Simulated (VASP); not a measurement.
# YN: electric field gradients with LDA

The system is YN.

```
Y N
1.0
     0.00000    2.43850    2.43850
     2.43850    0.00000    2.43850
     2.43850    2.43850    0.00000
Y N
1 1
Direct
  0.00000 0.00000 0.00000
  0.50000 0.50000 0.50000
```

```yaml
Program: VASP 6.6.1
Task: electric field gradients
Functional: LDA
Potentials_or_basis: VASP PAW LDA potentials, release 64 (Y_sv, N)
Cutoff: 520 eV
k_mesh: 11 × 11 × 11
Occupations: fermi-dirac, width 0.03 eV
Spin: no spin polarisation
Dipole_correction: no
Further_INCAR_settings: ALGO = Normal; EDIFF = 1e-08; NBANDS = 15
```

- Pressure: -5.8 GPa
- Band gap on the k mesh: 0.12 eV (least direct gap 0.51 eV)
- Largest electric field gradient by atom: zero within the noise of the run

Levels at points of the mesh, in eV from the valence-band top:
```tsv
k point	band 6	band 7	band 8	band 9	band 10	band 11
(0.00, 0.00, 0.00)	0.00	0.00	0.00	3.06	3.06	3.06
```

Wall time 32 s on 1 thread of AMD EPYC 7R43 64-Core Processor (Zen 3), on a shared host, peak memory 0.14 GiB.

Caveat: the cell stands under tension; an odd mesh through Γ misses points on the zone boundary, where band edges can lie.
